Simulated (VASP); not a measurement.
# MgSe (Fm-3m) in VASP: G0W0 quasiparticle levels with HSE06

Aim: the G0W0 quasiparticle levels of MgSe with HSE06.

Program: VASP 6.6.1. These are calculated values, not measurements. Logs are shortened: lines on timing, memory, paths and dates and some standing lists are left out, and cuts for length are marked.

### 1 The cell of the first run

The structure is cubic, space group Fm-3m (No. 225). Conventional cell: a = 5.473 Å, b = 5.473 Å, c = 5.473 Å, α = 90.00°, β = 90.00°, γ = 90.00°. Mg (site symmetry m-3m) has 6 Se at 2.74 Å within 3.6 Å. Within 3.6 Å of Se (site symmetry m-3m) lie 6 Mg at 2.74 Å.

### 2 G0W0 quasiparticle levels, HSE06

POSCAR

```
MgSe
1.0
    0.0000000000      2.7362693767      2.7362693767
    2.7362693767      0.0000000000      2.7362693767
    2.7362693767      2.7362693767      0.0000000000
Mg Se
1 1
Direct
    0.0000000000      0.0000000000      0.0000000000
    0.5000000000      0.5000000000      0.5000000000
```

INCAR.step1

```
SYSTEM = MgSe
PREC = Accurate ; ENCUT = 500
EDIFF = 1E-5 ; ISMEAR = 0
SIGMA = 0.02 ; LREAL = .False.
LASPH = .True. ; NELM = 100
ALGO = Normal ; ISIF = 2
LWAVE = .True. ; LCHARG = .False.
GGA = PE
```

INCAR.step2

```
SYSTEM = MgSe
PREC = Accurate ; ENCUT = 500
EDIFF = 1E-8 ; ISMEAR = 0
SIGMA = 0.01 ; LREAL = .False.
LASPH = .True. ; NELM = 100
ALGO = Normal ; LWAVE = .True.
LCHARG = .False. ; GGA = PE
LHFCALC = .True. ; HFSCREEN = 0.2
PRECFOCK = Fast ; ISTART = 1
```

INCAR.step3

```
SYSTEM = MgSe
PREC = Accurate ; ENCUT = 500
EDIFF = 1E-8 ; ISMEAR = 0
SIGMA = 0.01 ; LREAL = .False.
LASPH = .True. ; NELM = 1
ALGO = Exact ; LWAVE = .True.
LCHARG = .False. ; GGA = PE
LHFCALC = .True. ; HFSCREEN = 0.2
PRECFOCK = Fast ; ISTART = 1
NBANDS = 94 ; LOPTICS = .True.
```

INCAR.step4

```
SYSTEM = MgSe
PREC = Accurate ; ENCUT = 500
EDIFF = 1E-8 ; ISMEAR = 0
SIGMA = 0.01 ; LREAL = .False.
LASPH = .True. ; ALGO = EVGW0
LWAVE = .False. ; LCHARG = .False.
GGA = PE ; LHFCALC = .True.
HFSCREEN = 0.2 ; PRECFOCK = Fast
ISTART = 1 ; NELMGW = 1
NBANDS = 94 ; ENCUTGW = 60.0
NOMEGA = 48 ; NBANDSGW = 12
```

KPOINTS

```
Automatic mesh
0
Gamma
  4 4 4
  0 0 0
```

Potentials or basis: VASP PAW PBE potentials, release 64 (Mg_GW, Se_GW).

Launch:

```
$ cat potpaw_PBE.64/Mg_GW/POTCAR potpaw_PBE.64/Se_GW/POTCAR > POTCAR
$ cp INCAR.step1 INCAR
$ mpirun -np 1 vasp_std > vasp.out
$ cp INCAR.step2 INCAR
$ mpirun -np 1 vasp_std > vasp.out
$ cp INCAR.step3 INCAR
$ mpirun -np 1 vasp_std > vasp.out
$ cp INCAR.step4 INCAR
$ mpirun -np 1 vasp_std > vasp.out
```

OUTCAR:

```text
SYSTEM = MgSe
   PREC = Accurate
   ENCUT = 500
   EDIFF = 1E-8
   ISMEAR = 0
   LREAL = .False.
   LASPH = .True.
   GGA = PE
   LHFCALC = .True.
   HFSCREEN = 0.2
   PRECFOCK = Fast
   ISTART = 1
   NELMGW = 1
   ENCUTGW = 60.0

 ion  position               nearest neighbor table
   1  0.000  0.000  0.000-
   2  0.500  0.500  0.500-

  LATTYP: Found a face centered cubic cell.
 ALAT       =     5.4725387534

  Lattice vectors:

 A1 = (   0.0000000000,   2.7362693767,   2.7362693767)
 A2 = (   2.7362693767,   0.0000000000,   2.7362693767)
 A3 = (   2.7362693767,   2.7362693767,   0.0000000000)

Analysis of symmetry for initial positions (statically):
=====================================================================
 Subroutine PRICEL returns:
 Original cell was already a primitive cell.

 Routine SETGRP: Setting up the symmetry group for a
 face centered cubic supercell.

 Subroutine GETGRP returns: Found 48 space group operations
 (whereof 48 operations were pure point group operations)
 out of a pool of 48 trial point group operations.

The static configuration has the point symmetry O_h .

Analysis of symmetry for dynamics (positions and initial velocities):
=====================================================================
 Subroutine PRICEL returns:
 Original cell was already a primitive cell.

 Routine SETGRP: Setting up the symmetry group for a
 face centered cubic supercell.

 Subroutine GETGRP returns: Found 48 space group operations
 (whereof 48 operations were pure point group operations)
 out of a pool of 48 trial point group operations.

The dynamic configuration has the point symmetry O_h .

 Subroutine INISYM returns: Found 48 space group operations
 (whereof 48 operations are pure point group operations),
 and found     1 'primitive' translations

----------------------------------------------------------------------------------------

                                     Primitive cell

  volume of cell :      40.9738

  direct lattice vectors                    reciprocal lattice vectors
     0.000000000  2.736269377  2.736269377    -0.182730547  0.182730547  0.182730547
     2.736269377  0.000000000  2.736269377     0.182730547 -0.182730547  0.182730547
     2.736269377  2.736269377  0.000000000     0.182730547  0.182730547 -0.182730547

  length of vectors
     3.869669263  3.869669263  3.869669263     0.316498592  0.316498592  0.316498592

  position of ions in fractional coordinates (direct lattice)
     0.000000000  0.000000000  0.000000000
     0.500000000  0.500000000  0.500000000

  ion indices of the primitive-cell ions
   primitive index   ion index
                 1           1
                 2           2

----------------------------------------------------------------------------------------

 KPOINTS: Automatic mesh

Automatic generation of k-mesh.
 Grid dimensions read from file:
 generate k-points for:    4    4    4

 Generating k-lattice:

  Cartesian coordinates                     Fractional coordinates (reciprocal lattice)
    -0.045682637  0.045682637  0.045682637     0.250000000  0.000000000  0.000000000
     0.045682637 -0.045682637  0.045682637     0.000000000  0.250000000  0.000000000
     0.045682637  0.045682637 -0.045682637     0.000000000  0.000000000  0.250000000

  Length of vectors
     0.079124648  0.079124648  0.079124648

  Shift w.r.t. Gamma in fractional coordinates (k-lattice)
     0.000000000  0.000000000  0.000000000

 Subroutine IBZKPT returns following result:
 ===========================================

 Found      8 irreducible k-points:

 Following reciprocal coordinates:
            Coordinates               Weight
  0.000000  0.000000  0.000000      1.000000
  0.250000  0.000000  0.000000      8.000000
  0.500000  0.000000  0.000000      4.000000
  0.250000  0.250000  0.000000      6.000000
  0.500000  0.250000  0.000000     24.000000
 -0.250000  0.250000  0.000000     12.000000
  0.500000  0.500000  0.000000      3.000000
 -0.250000  0.500000  0.250000      6.000000
   k-points           NKPTS =      8   k-points in BZ     NKDIM =     64   number of bands    NBANDS=     94
   number of dos      NEDOS =    301   number of ions     NIONS =      2
   total plane-waves  NPLWV =  21952
   dimension x,y,z NGX =    28 NGY =   28 NGZ =   28
   dimension x,y,z NGXF=    56 NGYF=   56 NGZF=   56
   ions per type =               1   1
   NGX,Y,Z   is equivalent  to a cutoff of  12.03, 12.03, 12.03 a.u.
   NGXF,Y,Z  is equivalent  to a cutoff of  24.06, 24.06, 24.06 a.u.
 SYSTEM =  MgSe
   PREC   = accura    normal or accurate (medium, high low for compatibility)
   ISTART =      1    job   : 0-new  1-cont  2-samecut
   ICHARG =      0    charge: 1-file 2-atom 10-const
   ISPIN  =      1    spin polarized calculation?
   LNONCOLLINEAR =      F non collinear calculations
   LSORBIT =      F    spin-orbit coupling
   LASPH  =      T    aspherical Exc in radial PAW
   ENCUT  =  500.0 eV  36.75 Ry    6.06 a.u.   7.06  7.06  7.06*2*pi/ulx,y,z
   NELM   =     60;   NELMIN=  2; NELMDL=  0     # of ELM steps
   EDIFF  = 0.1E-07   stopping-criterion for ELM
   LREAL  =      F    real-space projection
   EDIFFG = 0.1E-06   stopping-criterion for IOM
   NSW    =      0    number of steps for IOM
   IBRION =     -1    ionic relax: 0-MD 1-quasi-New 2-CG
   NFREE  =      0    steps in history (QN), initial steepest desc. (CG)
   ISIF   =      0    stress and relaxation
   ISYM   =      3    0-nonsym 1-usesym 2-fastsym
   POTIM  = 0.5000    time-step for ionic-motion
   TEBEG  =    0.0;   TEEND  =   0.0 temperature during run
   PSTRESS=    0.0 pullay stress
   NELECT =       8.0000    total number of electrons
   NUPDOWN=      -1.0000    fix difference up-down
   EMIN   =  10.00;   EMAX   =-10.00  energy-range for DOS
   EFERMI =   0.00;   METHOD = LEGACY
   ISMEAR =     0;   SIGMA  =   0.01  broadening in eV -4-tet -1-fermi 0-gaus
   EFERMI_NEDOS =   21; number of points for ismear=-14 and -15
   IALGO  =     38    algorithm
   IMIX   =      1    mixing-type and parameters
     AMIX     =   0.40;   BMIX     =  1.00
     AMIX_MAG =   1.60;   BMIX_MAG =  1.00
  volume/ion in A,a.u.               =      20.49       138.25
  Fermi-wavevector in a.u.,A,eV,Ry     =   0.949735  1.794740 12.272420  0.901997
  Thomas-Fermi vector in A             =   2.078046
   LORBIT       =      0    0 simple, 1 ext, 2 COOP (PROOUT), +10 PAW based schemes
   GGA     = PE    functional components
   LHFCALC =     T    Hartree Fock is set to
   PRECFOCK=fast      Normal, Fast or Accurate (Low or Medium for compatibility)
   ENCUT4O =  -1.0   cutoff for four orbital integrals eV
   NKREDX  =     1    reduce k-point grid by
   NKREDY  =     1    reduce k-point grid by
   NKREDZ  =     1    reduce k-point grid by
   AEXX    =    1.0000 exact exchange contribution
   HFSCREEN=    0.0000 screening length (either q_TF or 0.3 A-1)
   HFSCREENC=   0.2000 screening length for correlation (either q_TF or 0.3 A-1)
   ENCUTFOCK=  -1.0 apply spherical cutoff to Coloumb kernel
   IVDW    =     0    specifies the selected vdW correction
   LEPSILON=     F    determine dielectric tensor
   LRPA    =     F    only Hartree local field effects (RPA)
   LRPAFORCE           =     F    calculate RPA forces
   ENCUTGW             =  60.0    cutoff for response function in eV
   ENCUTGWSOFT         =  48.0    soft cutoff for Coulomb kernel in GW response function in eV
   ENCUTLF             =  -1.0    cutoff for local field effects
   NELMGW              =     1    number of iterations in solving QP/BSE equation
   NELMHF              =     1    number of iterations in the inner HF iteration
   NKREDLFX            =     1    NKREDLFY  =   1   NKREDLFZ  =   1
 non-spin polarized calculation
 Gauss-broadening in eV      SIGMA  =   0.01
  energy-cutoff  :      500.00
  volume of cell :       40.97
 maximum number of plane-waves:      1056
  NGX = 16; NGY = 16; NGZ = 16
 maximum number of plane-waves:        51
 NGX is ok and might be reduce to    10

 QP shifts <psi_nk| G(iteration)W_0 |psi_nk>: iteration 1
 for sc-GW calculations column KS-energies equals QP-energies in previous step
 and V_xc(KS)=  KS-energies - (<T + V_ion + V_H > + <T+V_H+V_ion>^1  + <V_x>^1)

 k-point   1 :       0.0000    0.0000    0.0000
  band No.  KS-energies  QP-energies   sigma(KS)   V_xc(KS)     V^pw_x(r,r')   Z            occupation Imag(sigma)

      1     -11.5381     -10.9136     -12.9951     -13.8496     -19.6539       0.7308       2.0000       1.3792
      2       2.5428       2.4250     -12.9264     -12.7791     -14.8547       0.7988       2.0000       0.0854
      3       2.5428       2.4250     -12.9264     -12.7791     -14.8547       0.7988       2.0000       0.0854
      4       2.5428       2.4250     -12.9264     -12.7791     -14.8547       0.7988       2.0000       0.0854
      5       6.0446       6.5000      -8.4841      -9.0466      -4.9109       0.8096       0.0000      -0.0754
      6      10.9887      11.1534      -7.8838      -8.0898      -3.7636       0.7998       0.0000      -0.1101
      7      10.9887      11.1534      -7.8838      -8.0898      -3.7636       0.7998       0.0000      -0.1101
      8      10.9887      11.1534      -7.8838      -8.0898      -3.7636       0.7998       0.0000      -0.1101
      9      13.6803      13.9285      -8.4584      -8.7745      -4.0183       0.7851       0.0000      -0.1753
     10      13.6803      13.9285      -8.4584      -8.7745      -4.0183       0.7851       0.0000      -0.1753
     11      14.6241      14.3601      -6.9262      -6.5832      -1.7930       0.7695       0.0000      -0.2489
     12      15.0080      15.0201      -7.4389      -7.4548      -2.1019       0.7591       0.0000      -0.3311

 k-point   2 :       0.2500    0.0000    0.0000
  band No.  KS-energies  QP-energies   sigma(KS)   V_xc(KS)     V^pw_x(r,r')   Z            occupation Imag(sigma)
[... 97 lines left out ...]
      1      -9.9137      -9.1195     -13.5764     -14.6597     -19.9884       0.7332       2.0000       1.1063
      2      -1.0109      -1.2512     -11.6437     -11.3318     -14.2042       0.7703       2.0000       0.1278
      3      -1.0109      -1.2512     -11.6437     -11.3318     -14.2042       0.7703       2.0000       0.1278
      4      -0.1274      -0.3221     -11.5672     -11.3182     -13.7713       0.7819       2.0000       0.1059
      5       8.0061       8.4118      -8.7632      -9.2699      -5.1996       0.8006       0.0000      -0.0875
      6      10.5880      10.8131      -7.8464      -8.1324      -3.4975       0.7871       0.0000      -0.1311
      7      11.1572      11.3303      -8.4015      -8.6202      -4.2024       0.7912       0.0000      -0.1221
      8      11.1572      11.3303      -8.4015      -8.6202      -4.2024       0.7912       0.0000      -0.1221
      9      16.9588      16.9809      -8.3877      -8.4167      -2.8379       0.7591       0.0000      -0.4812
     10      16.9588      16.9809      -8.3877      -8.4167      -2.8379       0.7591       0.0000      -0.4812
     11      18.6652      18.8219      -8.6250      -8.8259      -3.2658       0.7800       0.0000      -0.5186
     12      20.2673      20.3392      -9.3842      -9.4770      -3.9792       0.7752       0.0000      -0.5516
```

Run time: 6.5 min. Hardware: 1 thread of AMD EPYC 9R45 (Zen 5), shared host; peak memory 0.57 GiB.

What came out:

- Quasiparticle gap: 3.10 eV
- Least direct quasiparticle gap: 4.08 eV
- Band gap of the starting levels on the mesh: 2.63 eV
- Least direct gap of the starting levels on the mesh: 3.50 eV

Caveat: the k points lie up to 0.50 Å⁻¹ apart; bands, screening cutoff and mesh are small and nothing is extrapolated, so the quasiparticle values aren't converged.
